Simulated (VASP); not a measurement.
# BN in VASP: further runs

The runs below take BN through single point, relaxation of cell and atoms, with PBE.

All numbers are computed with VASP 6.6.1; they aren't measurements. Logs are shortened: lines on timing, memory, paths and dates and some standing lists are left out, and cuts for length are marked.

## (1) The cell of the first run

It takes space group P6_3/mmc (No. 194, hexagonal). The conventional cell has a = 2.512 Å, b = 2.512 Å, c = 8.336 Å, α = 90.00°, β = 90.00°, γ = 120.00°. B (site symmetry -6m2) has 3 N at 1.45 Å within 1.9 Å. Within 1.9 Å of N (site symmetry -6m2) lie 3 B at 1.45 Å.

## (2) Single point, PBE

INCAR

```
ALGO = Normal
EDIFF = 1E-6
ENCUT = 520
GGA = PE
ISIF = 2
ISMEAR = -1
LASPH = True
LCHARG = False
LREAL = False
LWAVE = False
NBANDS = 16
NELM = 80
PREC = Accurate
SIGMA = 0.1
```

KPOINTS

```
k-points
0
Gamma
  12 12 4
```

POSCAR

```
BN
1.0
    1.2560951198      2.1756205667      0.0000000000
   -1.2560951198      2.1756205667      0.0000000000
    0.0000000000      0.0000000000      8.3361458944
B N
2 2
Direct
    0.0000000000      0.0000000000      0.5000000000
    0.3333333333      0.3333333333      0.0000000000
    0.0000000000      0.0000000000      0.0000000000
    0.3333333333      0.3333333333      0.5000000000
```

Potentials or basis: VASP PAW PBE potentials, release 64 (B, N).

Run with:

```console
$ cat potpaw_PBE.64/B/POTCAR potpaw_PBE.64/N/POTCAR > POTCAR
$ mpirun -np 1 vasp_std > vasp.out
```

OUTCAR:

```text
EDIFF = 1E-6
   ENCUT = 520
   GGA = PE
   ISIF = 2
   ISMEAR = -1
   LASPH = True
   LREAL = False
   NELM = 80
   PREC = Accurate

 ion  position               nearest neighbor table
   1  0.000  0.000  0.500-   4 1.45   4 1.45   4 1.45
   2  0.333  0.333  0.000-   3 1.45   3 1.45   3 1.45
   3  0.000  0.000  0.000-   2 1.45   2 1.45   2 1.45
   4  0.333  0.333  0.500-   1 1.45   1 1.45   1 1.45

  LATTYP: Found a hexagonal cell.
 ALAT       =     2.5121902397
 C/A-ratio  =     3.3182781156

  Lattice vectors:

 A1 = (   1.2560951198,  -2.1756205667,   0.0000000000)
 A2 = (   1.2560951198,   2.1756205667,   0.0000000000)
 A3 = (   0.0000000000,   0.0000000000,   8.3361458944)

Analysis of symmetry for initial positions (statically):
=====================================================================
 Subroutine PRICEL returns:
 Original cell was already a primitive cell.

 Routine SETGRP: Setting up the symmetry group for a
 hexagonal supercell.

 Subroutine GETGRP returns: Found 24 space group operations
 (whereof 12 operations were pure point group operations)
 out of a pool of 24 trial point group operations.

The static configuration has the point symmetry D_3h.
 The point group associated with its full space group is D_6h.

Analysis of symmetry for dynamics (positions and initial velocities):
=====================================================================
 Subroutine PRICEL returns:
 Original cell was already a primitive cell.

 Routine SETGRP: Setting up the symmetry group for a
 hexagonal supercell.

 Subroutine GETGRP returns: Found 24 space group operations
 (whereof 12 operations were pure point group operations)
 out of a pool of 24 trial point group operations.

The dynamic configuration has the point symmetry D_3h.
 The point group associated with its full space group is D_6h.

 Subroutine INISYM returns: Found 24 space group operations
 (whereof 12 operations are pure point group operations),
 and found     1 'primitive' translations

----------------------------------------------------------------------------------------

                                     Primitive cell

  volume of cell :      45.5618

  direct lattice vectors                    reciprocal lattice vectors
     1.256095120  2.175620567  0.000000000     0.398059026  0.229819486  0.000000000
[... 90 lines left out ...]
   EDIFF  = 0.1E-05   stopping-criterion for ELM
   LREAL  =      F    real-space projection
   EDIFFG = 0.1E-04   stopping-criterion for IOM
   NSW    =      0    number of steps for IOM
   IBRION =     -1    ionic relax: 0-MD 1-quasi-New 2-CG
   NFREE  =      0    steps in history (QN), initial steepest desc. (CG)
   ISIF   =      2    stress and relaxation
   ISYM   =      2    0-nonsym 1-usesym 2-fastsym
   POTIM  = 0.5000    time-step for ionic-motion
   TEBEG  =    0.0;   TEEND  =   0.0 temperature during run
   PSTRESS=    0.0 pullay stress
   NELECT =      16.0000    total number of electrons
   NUPDOWN=      -1.0000    fix difference up-down
   EMIN   =  10.00;   EMAX   =-10.00  energy-range for DOS
   EFERMI =   0.00;   METHOD = LEGACY
   ISMEAR =    -1;   SIGMA  =   0.10  broadening in eV -4-tet -1-fermi 0-gaus
   EFERMI_NEDOS =   21; number of points for ismear=-14 and -15
   IALGO  =     38    algorithm
   IMIX   =      4    mixing-type and parameters
     AMIX     =   0.40;   BMIX     =  1.00
     AMIX_MAG =   1.60;   BMIX_MAG =  1.00
  volume/ion in A,a.u.               =      11.39        76.87
  Fermi-wavevector in a.u.,A,eV,Ry     =   1.154998  2.182629 18.150443  1.334020
  Thomas-Fermi vector in A             =   2.291630
   LORBIT       =      0    0 simple, 1 ext, 2 COOP (PROOUT), +10 PAW based schemes
   GGA     = PE    functional components
   LHFCALC =     F    Hartree Fock is set to
   AEXX    =    0.0000 exact exchange contribution
   IVDW    =     0    specifies the selected vdW correction
   LEPSILON=     F    determine dielectric tensor
   LRPA    =     F    only Hartree local field effects (RPA)
 non-spin polarized calculation
  energy-cutoff  :      520.00
  volume of cell :       45.56
 maximum number of plane-waves:      1267
   NGX =  9   NGY =  9   NGZ = 31

 number of electron      15.9999999 magnetization

 Free energy of the ion-electron system (eV)
  ---------------------------------------------------
  ext. energy  EPLUGINS =         0.00000000
  ---------------------------------------------------
  free energy    TOTEN  =       -35.20719884 eV

  energy without entropy =      -35.20719884  energy(sigma->0) =      -35.20719884

 E-fermi :   2.7286     XC(G=0):  -8.5857

 val. band max:        0.6080136957   @ k =  -0.3333   0.3333   0.5000
 cond. band min:       5.0067197180   @ k =   0.0000   0.0000   0.0000
 fundamental gap:      4.3987060223
 Fermi energy:         2.7285809638

 k-point     1 :       0.0000    0.0000    0.0000
  band No.  band energies     occupation
      1     -17.0230      2.00000
      2     -16.9817      2.00000
      3      -4.8831      2.00000
      4      -4.2771      2.00000
      5      -0.7422      2.00000
      6      -0.7422      2.00000
[... 433 lines left out ...]
      3      -6.2476      2.00000
      4      -6.2431      2.00000
      5      -2.9644      2.00000
      6      -2.9605      2.00000
[... 8 lines left out ...]
     15      15.8557      0.00000
     16      18.0688      0.00000

 [... further k-points ...]

------------------------ aborting loop because EDIFF is reached ----------------------------------------

  FORCE on cell =-STRESS in cart. coord.  units (eV):
  Direction    XX          YY          ZZ          XY          YZ          ZX
  --------------------------------------------------------------------------------------
  -------------------------------------------------------------------------------------
  Total        0.0340662      0.0340662     -0.0195843     -0.0000000      0.0000000      0.0000000
  in kB        1.1979338      1.1979338     -0.6886790     -0.0000000      0.0000000      0.0000000
  external PRESSURE =       0.5690628 kB  Pullay stress =       0.0000000 kB

 VOLUME and BASIS-vectors are now :
 -----------------------------------------------------------------------------
  energy-cutoff  :      520.00
  volume of cell :       45.56
      direct lattice vectors                 reciprocal lattice vectors
     1.256095120  2.175620567  0.000000000     0.398059026  0.229819486  0.000000000
    -1.256095120  2.175620567  0.000000000    -0.398059026  0.229819486  0.000000000
     0.000000000  0.000000000  8.336145894     0.000000000  0.000000000  0.119959513

 POSITION                                       TOTAL-FORCE (eV/Angst)
 -----------------------------------------------------------------------------------
      0.00000      0.00000      4.16807         0.000000      0.000000      0.000000
      0.00000      1.45041      0.00000        -0.000000     -0.000000      0.000000
      0.00000      0.00000      0.00000        -0.000000      0.000000      0.000000
      0.00000      1.45041      4.16807        -0.000000     -0.000000      0.000000
 -----------------------------------------------------------------------------------
    total drift:                               -0.000000      0.000002      0.000000

  FREE ENERGIE OF THE ION-ELECTRON SYSTEM (eV)
  ---------------------------------------------------
  free  energy   TOTEN  =       -35.2071988372 eV

  energy  without entropy=      -35.2071988371  energy(sigma->0) =      -35.20719884
```

OSZICAR:

```text
N       E                     dE             d eps       ncg     rms          rms(c)
DAV:   1     0.502072959777E+02    0.50207E+02   -0.75066E+03  1832   0.904E+02
DAV:   2    -0.352465721446E+02   -0.85454E+02   -0.76856E+02  2608   0.205E+02
DAV:   3    -0.388966786755E+02   -0.36501E+01   -0.36320E+01  2488   0.423E+01
DAV:   4    -0.389267906400E+02   -0.30112E-01   -0.30105E-01  2240   0.434E+00
DAV:   5    -0.389271817928E+02   -0.39115E-03   -0.39115E-03  2464   0.471E-01    0.112E+01
DAV:   6    -0.356290825506E+02    0.32981E+01   -0.56104E+00  2304   0.176E+01    0.503E+00
DAV:   7    -0.353121884151E+02    0.31689E+00   -0.59521E-01  2432   0.532E+00    0.316E+00
DAV:   8    -0.352089762168E+02    0.10321E+00   -0.30525E-01  2480   0.349E+00    0.518E-01
DAV:   9    -0.352050483229E+02    0.39279E-02   -0.19068E-02  2008   0.105E+00    0.202E-01
DAV:  10    -0.352069721953E+02   -0.19239E-02   -0.18740E-03  1952   0.333E-01    0.407E-02
DAV:  11    -0.352071853186E+02   -0.21312E-03   -0.19764E-04  2176   0.110E-01    0.320E-02
DAV:  12    -0.352071983837E+02   -0.13065E-04   -0.38917E-05  2072   0.463E-02    0.391E-03
DAV:  13    -0.352071988372E+02   -0.45344E-06   -0.18290E-06  2376   0.103E-02
   1 F= -.35207199E+02 E0= -.35207199E+02  d E =-.109553E-09
```

Wall time 56 s (1 thread of Intel Xeon 8259CL, shared host); peak memory 0.18 GiB.

Results:

```
Free energy            : -35.2072 eV
Pressure               : 0.1 GPa
Band gap on the k mesh : 4.40 eV (least direct gap 4.66 eV)
```

Levels at points of the mesh, in eV from the valence-band top:
```csv
k point,band 5,band 6,band 7,band 8,band 9,band 10,band 11,band 12
"(0.00, 0.00, 0.00)",-1.35,-1.35,-1.35,-1.35,4.40,7.77,10.09,11.51
"(0.50, 0.00, 0.00)",-4.12,-4.12,-1.02,-0.78,4.58,5.01,9.43,9.86
"(0.00, 0.00, 0.50)",-1.35,-1.35,-1.35,-1.35,5.69,5.69,11.51,11.51
"(0.50, 0.00, 0.50)",-4.12,-4.12,-0.90,-0.90,4.77,4.77,9.69,9.69
```

Caveat: this functional lacks dispersion, which binds layers or chains, so the pressure and a relaxed spacing across them are unreliable.

## (3) Relaxation of cell and atoms, PBE

This run uses another cell than the first one, of 9.08 Å³/atom.

INCAR

```
ALGO     = Normal         # electronic algorithm
EDIFF    = 1E-7           # SCF threshold, eV
EDIFFG   = -0.03          # ionic threshold
ENCUT    = 600            # plane-wave cutoff, eV
GGA      = PE             # functional
IBRION   = 2              # ionic algorithm
ISIF     = 3              # what is computed and relaxed
ISMEAR   = -1             # smearing method
LASPH    = True           # aspherical terms in the spheres
LCHARG   = False          # write CHGCAR
LREAL    = False          # projectors in reciprocal space
LWAVE    = False          # write WAVECAR
NELM     = 100            # most SCF steps
NSW      = 60             # ionic steps
PREC     = Accurate       # precision mode
SIGMA    = 0.1            # smearing width, eV
```

KPOINTS is that of step 2.

POSCAR

```
BN
1.0
    1.2637470000      2.1888700000      0.0000000000
   -1.2637470000      2.1888700000      0.0000000000
    0.0000000000      0.0000000000      6.5655160000
B N
2 2
Direct
    0.0000000000      0.0000000000      0.5000000000
    0.3333000000      0.3334000000      0.0000000000
    0.0000000000      0.0000000000      0.0000000000
    0.3333000000      0.3334000000      0.5000000000
```

Potentials or basis: VASP PAW PBE potentials, release 64 (B, N).

Run with:

```console
$ cat potpaw_PBE.64/B/POTCAR potpaw_PBE.64/N/POTCAR > POTCAR
$ mpirun -np 1 vasp_std > vasp.out
```

Wall time 8.3 min (1 thread of Intel Xeon 8259CL, shared host); peak memory 0.2 GiB.

It converged, with:

- Free energy: -35.1996 eV
- Relaxed volume: 10.56 Å³/atom
- Relaxed cell: a = 2.514 Å, b = 2.513 Å, c = 7.723 Å, α = 90.00°, β = 90.00°, γ = 59.99°
- Space group after relaxing (to 0.1 Å): P6_3/mmc (No. 194)
- Energy gained by relaxing: 13.2 meV/atom
- Ionic steps: 9
- Pressure after relaxing: -0.3 GPa
- Largest force after relaxing: 0.012 eV/Å
- Band gap on the k mesh: 4.48 eV (least direct gap 4.65 eV)

Forces in eV/Å, atoms in the order of the input:
```
B   -0.011  0.006  0.000
B    0.011 -0.006  0.000
N   -0.011  0.006  0.000
N    0.011 -0.006  0.000
```

Stress tensor (GPa, compression positive):
```
-0.21 -0.13  0.00
-0.13 -0.37  0.00
 0.00  0.00 -0.29
```

The path:
| step | energy change (eV) | largest force (eV/Å) | pressure (GPa) | volume (Å³) |
| --- | --- | --- | --- | --- |
| 1 | 0.0000 | 0.0056 | -3.21 | 36.32 |
| 2 | 0.0176 | 0.0182 | 9.46 | 35.37 |
| 3 | -0.0108 | 0.0025 | 1.41 | 35.96 |
| 4 | -0.0157 | 0.0052 | 1.27 | 36.24 |
| 5 | -0.0279 | 0.0284 | 0.91 | 37.08 |
| 6 | -0.0438 | 0.0747 | 0.35 | 38.77 |
| 7 | -0.0522 | 0.1669 | -0.55 | 42.16 |
| 8 | -0.0298 | 0.8535 | 1.45 | 42.66 |
| 9 | -0.0529 | 0.0124 | -0.29 | 42.24 |

Final structure:
```
B N
1.0
     1.25677    2.17678    0.00000
    -1.25595    2.17631    0.00000
     0.00000    0.00000    7.72285
B N
2 2
Direct
  0.00000 0.99999 0.50000
  0.33330 0.33340 0.00000
  0.00001 0.99999 0.00000
  0.33329 0.33341 0.50000
```

Levels at points of the mesh, in eV from the valence-band top:
```tsv
k point	band 5	band 6	band 7	band 8	band 9	band 10	band 11	band 12
(0.00, 0.00, 0.00)	-1.35	-1.35	-1.34	-1.34	4.59	8.56	10.91	11.53
(0.50, 0.00, 0.00)	-4.12	-4.11	-1.11	-0.70	4.48	5.14	9.40	9.88
(0.00, 0.50, 0.00)	-4.12	-4.11	-1.10	-0.69	4.48	5.14	9.39	9.86
(0.00, 0.00, 0.50)	-1.35	-1.35	-1.35	-1.35	6.19	6.19	11.51	11.51
(0.50, 0.00, 0.50)	-4.11	-4.11	-0.90	-0.90	4.75	4.75	9.72	9.72
(0.00, 0.50, 0.50)	-4.12	-4.12	-0.90	-0.90	4.75	4.75	9.70	9.70
```

Caveat: the volume moved by over 15 % at a fixed basis, so the end points are rough. PBE usually gives volumes a little too large and moduli too small.
